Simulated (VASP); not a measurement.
# Rh (P6_3/mmc) in VASP: a series of runs

The runs below take Rh through single point, with PBE.

Program: VASP 6.6.1. These are calculated values, not measurements. Logs are shortened: lines on timing, memory, paths and dates and some standing lists are left out, and cuts for length are marked.

### 1 The cell of the first run

The structure is hexagonal, space group P6_3/mmc (No. 194). Conventional cell: a = 2.670 Å, b = 2.670 Å, c = 4.034 Å, α = 90.00°, β = 90.00°, γ = 120.00°. Within 3.4 Å of Rh (site symmetry -6m2) lie 12 Rh at 2.54 to 2.67 Å.

This isn't the form of Rh at room conditions, which is fcc.

### 2 Single point, PBE

Contents of INCAR:

```
SYSTEM = Rh
PREC     = Accurate       ! precision mode
ENCUT    = 520            ! plane-wave cutoff, eV
EDIFF    = 1E-6           ! SCF threshold, eV
ISMEAR   = 0              ! smearing method
SIGMA    = 0.15           ! smearing width, eV
LREAL    = .False.        ! projectors in reciprocal space
LASPH    = .True.         ! aspherical terms in the spheres
NELM     = 100            ! most SCF steps
ALGO     = Fast           ! electronic algorithm
ISIF     = 2              ! what is computed and relaxed
LWAVE    = .False.        ! write WAVECAR
LCHARG   = .False.        ! write CHGCAR
GGA      = PE             ! functional
NBANDS   = 22             ! bands
```

Contents of KPOINTS:

```
Automatic mesh
0
Gamma
  18 18 10
  0 0 0
```

Contents of POSCAR:

```
Rh
1.0
    2.6704000000      0.0000000000      0.0000000000
   -1.3352000000      2.3126342383      0.0000000000
    0.0000000000      0.0000000000      4.0343000000
Rh
2
Direct
    0.6666666667      0.3333333333      0.7500000000
    0.3333333333      0.6666666667      0.2500000000
```

Potentials or basis: VASP PAW PBE potentials, release 64 (Rh_pv).

On the command line:

```sh
$ cat potpaw_PBE.64/Rh_pv/POTCAR > POTCAR
$ mpirun -np 1 vasp_std > vasp.out
```

OUTCAR:

```text
SYSTEM = Rh
   PREC = Accurate
   ENCUT = 520
   EDIFF = 1E-6
   ISMEAR = 0
   LREAL = .False.
   LASPH = .True.
   NELM = 100
   ISIF = 2
   GGA = PE

 ion  position               nearest neighbor table
   1  0.667  0.333  0.750-   2 2.54   2 2.54   2 2.54   2 2.54   2 2.54   2 2.54
   2  0.333  0.667  0.250-   1 2.54   1 2.54   1 2.54   1 2.54   1 2.54   1 2.54

  LATTYP: Found a hexagonal cell.
 ALAT       =     2.6704000000
 C/A-ratio  =     1.5107474536

  Lattice vectors:

 A1 = (   2.6704000000,   0.0000000000,   0.0000000000)
 A2 = (  -1.3352000000,   2.3126342383,   0.0000000000)
 A3 = (   0.0000000000,   0.0000000000,   4.0343000000)

Analysis of symmetry for initial positions (statically):
=====================================================================
 Subroutine PRICEL returns:
 Original cell was already a primitive cell.

 Routine SETGRP: Setting up the symmetry group for a
 hexagonal supercell.

 Subroutine GETGRP returns: Found 24 space group operations
 (whereof 12 operations were pure point group operations)
 out of a pool of 24 trial point group operations.

The static configuration has the point symmetry D_3d.
 The point group associated with its full space group is D_6h.

Analysis of symmetry for dynamics (positions and initial velocities):
=====================================================================
 Subroutine PRICEL returns:
 Original cell was already a primitive cell.

 Routine SETGRP: Setting up the symmetry group for a
 hexagonal supercell.

 Subroutine GETGRP returns: Found 24 space group operations
 (whereof 12 operations were pure point group operations)
 out of a pool of 24 trial point group operations.

The dynamic configuration has the point symmetry D_3d.
 The point group associated with its full space group is D_6h.

 Subroutine INISYM returns: Found 24 space group operations
 (whereof 12 operations are pure point group operations),
 and found     1 'primitive' translations

----------------------------------------------------------------------------------------

                                     Primitive cell

  volume of cell :      24.9145

  direct lattice vectors                    reciprocal lattice vectors
     2.670400000  0.000000000  0.000000000     0.374475734  0.216203666  0.000000000
    -1.335200000  2.312634238  0.000000000     0.000000000  0.432407332  0.000000000
     0.000000000  0.000000000  4.034300000     0.000000000  0.000000000  0.247874476

  length of vectors
     2.670400000  2.670400000  4.034300000     0.432407332  0.432407332  0.247874476

  position of ions in fractional coordinates (direct lattice)
     0.666666667  0.333333333  0.750000000
     0.333333333  0.666666667  0.250000000

  ion indices of the primitive-cell ions
   primitive index   ion index
                 1           1
                 2           2

----------------------------------------------------------------------------------------

 KPOINTS: Automatic mesh

Automatic generation of k-mesh.
 Grid dimensions read from file:
 generate k-points for:   18   18   10

 Generating k-lattice:

  Cartesian coordinates                     Fractional coordinates (reciprocal lattice)
     0.020804207  0.012011315  0.000000000     0.055555556 -0.000000000  0.000000000
     0.000000000  0.024022630  0.000000000     0.000000000  0.055555556  0.000000000
     0.000000000  0.000000000  0.024787448     0.000000000  0.000000000  0.100000000

  Length of vectors
     0.024022630  0.024022630  0.024787448

  Shift w.r.t. Gamma in fractional coordinates (k-lattice)
     0.000000000  0.000000000  0.000000000

 Subroutine IBZKPT returns following result:
 ===========================================

 Found    222 irreducible k-points:

 Following reciprocal coordinates:
            Coordinates               Weight
  0.000000  0.000000  0.000000      1.000000
  0.055556  0.000000  0.000000      6.000000
  0.111111  0.000000  0.000000      6.000000
  0.166667 -0.000000  0.000000      6.000000
  0.222222  0.000000  0.000000      6.000000
  0.277778  0.000000  0.000000      6.000000
[... 16 lines left out ...]
  0.333333  0.111111  0.000000     12.000000
  0.388889  0.111111  0.000000     12.000000
 [... further k-points ...]
   k-points           NKPTS =    222   k-points in BZ     NKDIM =    222   number of bands    NBANDS=     22
   number of dos      NEDOS =    301   number of ions     NIONS =      2
   total plane-waves  NPLWV =  12000
   dimension x,y,z NGX =    20 NGY =   20 NGZ =   30
   dimension x,y,z NGXF=    40 NGYF=   40 NGZF=   60
   ions per type =               2
   NGX,Y,Z   is equivalent  to a cutoff of  12.45, 12.45, 12.36 a.u.
   NGXF,Y,Z  is equivalent  to a cutoff of  24.90, 24.90, 24.72 a.u.
 SYSTEM =  Rh
   PREC   = accura    normal or accurate (medium, high low for compatibility)
   ISTART =      0    job   : 0-new  1-cont  2-samecut
   ICHARG =      2    charge: 1-file 2-atom 10-const
   ISPIN  =      1    spin polarized calculation?
   LNONCOLLINEAR =      F non collinear calculations
   LSORBIT =      F    spin-orbit coupling
   LASPH  =      T    aspherical Exc in radial PAW
   ENCUT  =  520.0 eV  38.22 Ry    6.18 a.u.   4.97  4.97  7.50*2*pi/ulx,y,z
   NELM   =    100;   NELMIN=  2; NELMDL= -5     # of ELM steps
   EDIFF  = 0.1E-05   stopping-criterion for ELM
   LREAL  =      F    real-space projection
   EDIFFG = 0.1E-04   stopping-criterion for IOM
   NSW    =      0    number of steps for IOM
   IBRION =     -1    ionic relax: 0-MD 1-quasi-New 2-CG
   NFREE  =      0    steps in history (QN), initial steepest desc. (CG)
   ISIF   =      2    stress and relaxation
   ISYM   =      2    0-nonsym 1-usesym 2-fastsym
   POTIM  = 0.5000    time-step for ionic-motion
   TEBEG  =    0.0;   TEEND  =   0.0 temperature during run
   PSTRESS=    0.0 pullay stress
   NELECT =      30.0000    total number of electrons
   NUPDOWN=      -1.0000    fix difference up-down
   EMIN   =  10.00;   EMAX   =-10.00  energy-range for DOS
   EFERMI =   0.00;   METHOD = LEGACY
   ISMEAR =     0;   SIGMA  =   0.15  broadening in eV -4-tet -1-fermi 0-gaus
   EFERMI_NEDOS =   21; number of points for ismear=-14 and -15
   IALGO  =     68    algorithm
   IMIX   =      4    mixing-type and parameters
     AMIX     =   0.40;   BMIX     =  1.00
     AMIX_MAG =   1.60;   BMIX_MAG =  1.00
  volume/ion in A,a.u.               =      12.46        84.07
  Fermi-wavevector in a.u.,A,eV,Ry     =   1.741666  3.291271 41.271898  3.033399
  Thomas-Fermi vector in A             =   2.814079
   LORBIT       =      0    0 simple, 1 ext, 2 COOP (PROOUT), +10 PAW based schemes
   GGA     = PE    functional components
   LHFCALC =     F    Hartree Fock is set to
   AEXX    =    0.0000 exact exchange contribution
   IVDW    =     0    specifies the selected vdW correction
   LEPSILON=     F    determine dielectric tensor
   LRPA    =     F    only Hartree local field effects (RPA)
 non-spin polarized calculation
 RMM-DIIS sequential band-by-band and
 Gauss-broadening in eV      SIGMA  =   0.15
  energy-cutoff  :      520.00
  volume of cell :       24.91
 maximum number of plane-waves:       695
 NGX is ok and might be reduce to    20
   NGX =  9   NGY =  9   NGZ = 15

 number of electron      29.9999995 magnetization

 Free energy of the ion-electron system (eV)
  ---------------------------------------------------
  ext. energy  EPLUGINS =         0.00000000
  ---------------------------------------------------
  free energy    TOTEN  =       -13.96428178 eV

  energy without entropy =      -13.92930622  energy(sigma->0) =      -13.94679400

 E-fermi :  13.9562     XC(G=0): -14.6700

 val. band max:       13.9482046744   @ k =   0.2778   0.1667   0.0000
 cond. band min:      13.9571862449   @ k =   0.3889   0.2222   0.1000
 fundamental gap:      0.0089815706
 Fermi energy:        13.9561606616

 k-point     1 :       0.0000    0.0000    0.0000
  band No.  band energies     occupation
      1     -33.9062      2.00000
      2     -32.9284      2.00000
      3     -32.9284      2.00000
      4     -32.7186      2.00000
      5     -32.7186      2.00000
      6     -32.6968      2.00000
[... 14 lines left out ...]
     21      33.0857      0.00000
     22      33.1414      0.00000

 k-point     2 :       0.0556    0.0000    0.0000
  band No.  band energies     occupation
      1     -33.8958      2.00000
      2     -32.9467      2.00000
      3     -32.9354      2.00000
      4     -32.7382      2.00000
      5     -32.7205      2.00000
      6     -32.7028      2.00000
[... 14 lines left out ...]
     21      33.1943      0.00000
     22      33.2608      0.00000

 k-point     3 :       0.1111    0.0000    0.0000
  band No.  band energies     occupation
      1     -33.8653      2.00000
      2     -32.9994      2.00000
      3     -32.9551      2.00000
      4     -32.7942      2.00000
      5     -32.7263      2.00000
      6     -32.7207      2.00000
[... 14 lines left out ...]
     21      33.3566      0.00000
     22      33.4677      0.00000

 k-point     4 :       0.1667   -0.0000    0.0000
  band No.  band energies     occupation
      1     -33.8165      2.00000
      2     -33.0805      2.00000
      3     -32.9845      2.00000
      4     -32.8786      2.00000
      5     -32.7503      2.00000
      6     -32.7360      2.00000
[... 14 lines left out ...]
     21      32.9420      0.00000
     22      33.3848      0.00000

 k-point     5 :       0.2222    0.0000    0.0000
  band No.  band energies     occupation
      1     -33.7521      2.00000
      2     -33.1804      2.00000
      3     -33.0195      2.00000
      4     -32.9798      2.00000
      5     -32.7909      2.00000
      6     -32.7489      2.00000
[... 14 lines left out ...]
     21      31.8364      0.00000
     22      32.2397      0.00000

 k-point     6 :       0.2778    0.0000    0.0000
  band No.  band energies     occupation
      1     -33.6763      2.00000
      2     -33.2872      2.00000
      3     -33.0847      2.00000
      4     -33.0555      2.00000
      5     -32.8415      2.00000
      6     -32.7635      2.00000
[... 14 lines left out ...]
     21      30.3138      0.00000
     22      31.1515      0.00000

 k-point     7 :       0.3333    0.0000    0.0000
  band No.  band energies     occupation
      1     -33.5945      2.00000
      2     -33.3878      2.00000
      3     -33.1809      2.00000
      4     -33.0886      2.00000
      5     -32.8994      2.00000
      6     -32.7779      2.00000
[... 324 lines left out ...]
      6     -32.7786      2.00000
[... 14 lines left out ...]
     21      29.7876      0.00000
     22      32.1319      0.00000

 k-point    21 :       0.2222    0.1111    0.0000
  band No.  band energies     occupation
      1     -33.6512      2.00000
      2     -33.2803      2.00000
      3     -33.1790      2.00000
      4     -33.0123      2.00000
      5     -32.8588      2.00000
      6     -32.8007      2.00000
[... 14 lines left out ...]
     21      28.6211      0.00000
     22      31.1891      0.00000

 k-point    22 :       0.2778    0.1111    0.0000
  band No.  band energies     occupation
      1     -33.5707      2.00000
      2     -33.3759      2.00000
      3     -33.2317      2.00000
      4     -33.0742      2.00000
      5     -32.9168      2.00000
      6     -32.8204      2.00000
[... 14 lines left out ...]
     21      27.4593      0.00000
     22      30.4034      0.00000

 k-point    23 :       0.3333    0.1111    0.0000
  band No.  band energies     occupation
      1     -33.4916      2.00000
      2     -33.4546      2.00000
      3     -33.2719      2.00000
      4     -33.1257      2.00000
      5     -32.9776      2.00000
      6     -32.8360      2.00000
[... 14 lines left out ...]
     21      26.4420      0.00000
     22      29.7792      0.00000

 k-point    24 :       0.3889    0.1111    0.0000
  band No.  band energies     occupation
      1     -33.5060      2.00000
      2     -33.4271      2.00000
      3     -33.2974      2.00000
      4     -33.1597      2.00000
      5     -33.0302      2.00000
      6     -32.8462      2.00000
[... 14 lines left out ...]
     21      26.3941      0.00000
     22      29.3091      0.00000

 [... further k-points ...]

------------------------ aborting loop because EDIFF is reached ----------------------------------------

  FORCE on cell =-STRESS in cart. coord.  units (eV):
  Direction    XX          YY          ZZ          XY          YZ          ZX
  --------------------------------------------------------------------------------------
  -------------------------------------------------------------------------------------
  Total        5.6856176      5.6856176     10.0480794      0.0000000      0.0000000      0.0000000
  in kB      365.6257463    365.6257463    646.1631400      0.0000000      0.0000000      0.0000000
  external PRESSURE =     459.1382109 kB  Pullay stress =       0.0000000 kB

 VOLUME and BASIS-vectors are now :
 -----------------------------------------------------------------------------
  energy-cutoff  :      520.00
  volume of cell :       24.91
      direct lattice vectors                 reciprocal lattice vectors
     2.670400000  0.000000000  0.000000000     0.374475734  0.216203666  0.000000000
    -1.335200000  2.312634238  0.000000000     0.000000000  0.432407332  0.000000000
     0.000000000  0.000000000  4.034300000     0.000000000  0.000000000  0.247874476

 POSITION                                       TOTAL-FORCE (eV/Angst)
 -----------------------------------------------------------------------------------
      1.33520      0.77088      3.02572         0.000000      0.000000      0.000000
     -0.00000      1.54176      1.00857        -0.000000      0.000000      0.000000
 -----------------------------------------------------------------------------------
    total drift:                               -0.000000      0.000000     -0.000000

  FREE ENERGIE OF THE ION-ELECTRON SYSTEM (eV)
  ---------------------------------------------------
  free  energy   TOTEN  =       -13.9642817847 eV

  energy  without entropy=      -13.9293062217  energy(sigma->0) =      -13.94679400
```

Wall time 81 s (1 thread of Intel Xeon Platinum 8488C (Sapphire Rapids), shared host); peak memory 0.2 GiB.

What came out:

| Item | Value |
| --- | --- |
| Free energy | -13.9643 eV |
| Pressure | 45.9 GPa |
| Band gap on the k mesh | zero (bands 15 and 16 overlap by 2.55 eV) |

Levels at points of the mesh, in eV from the Fermi level:
```csv
k point,band 13,band 14,band 15,band 16,band 17,band 18
"(0.00, 0.00, 0.00)",-2.85,-2.80,-2.80,0.11,0.11,1.43
"(0.50, 0.00, 0.00)",-2.27,0.09,0.61,1.00,3.16,5.42
"(0.00, 0.00, 0.50)",-3.36,-3.36,-0.47,-0.47,-0.47,-0.47
"(0.50, 0.00, 0.50)",-0.47,-0.47,0.43,0.43,2.76,2.76
```

Caveat: the cell stands under pressure.

### 3 Single point, PBE

This run uses another cell than the first one, of 12.52 Å³/atom.

Contents of INCAR:

```
SYSTEM = Rh
  ALGO = Normal
  EDIFF = 1E-7
  ENCUT = 520
  GGA = PE
  ISIF = 2
  ISMEAR = 0
  LASPH = .TRUE.
  LCHARG = .FALSE.
  LREAL = .FALSE.
  LWAVE = .FALSE.
  NBANDS = 22
  NELM = 100
  PREC = Accurate
  SIGMA = 0.15
```

Contents of KPOINTS:

```
k-points
0
G
  18 18 10
  0 0 0
```

Contents of POSCAR:

```
Rh
1.0
    2.5886000000      0.0000000000      0.0000000000
   -1.2943000000      2.2417933602      0.0000000000
    0.0000000000      0.0000000000      4.3150000000
Rh
2
Direct
    0.6666666667      0.3333333333      0.7500000000
    0.3333333333      0.6666666667      0.2500000000
```

Potentials or basis: VASP PAW PBE potentials, release 64 (Rh_pv).

On the command line:

```sh
$ cat potpaw_PBE.64/Rh_pv/POTCAR > POTCAR
$ mpirun -np 1 vasp_std > vasp.out
```

It took 68 s on 1 thread of Intel Xeon Platinum 8488C (Sapphire Rapids), shared host; peak memory 0.22 GiB.

It converged, with:

```
Free energy            : -14.0774 eV
Pressure               : 41.4 GPa
Band gap on the k mesh : zero (bands 15 and 16 overlap by 2.95 eV)
```

Stress tensor (GPa, compression positive):
```
45.65  0.00  0.00
 0.00 45.65  0.00
 0.00  0.00 32.90
```

Levels at points of the mesh, in eV from the Fermi level:
| k point | band 13 | band 14 | band 15 | band 16 | band 17 | band 18 |
| --- | --- | --- | --- | --- | --- | --- |
| (0.00, 0.00, 0.00) | -2.95 | -1.96 | -1.96 | 0.19 | 0.19 | 0.32 |
| (0.50, 0.00, 0.00) | -2.34 | 0.66 | 0.70 | 1.01 | 3.46 | 5.80 |
| (0.00, 0.00, 0.50) | -3.55 | -3.55 | -0.47 | -0.47 | -0.47 | -0.47 |
| (0.50, 0.00, 0.50) | -0.35 | -0.35 | 0.88 | 0.88 | 2.91 | 2.91 |

Caveat: the cell stands under pressure.

[end of part 1 of 2]
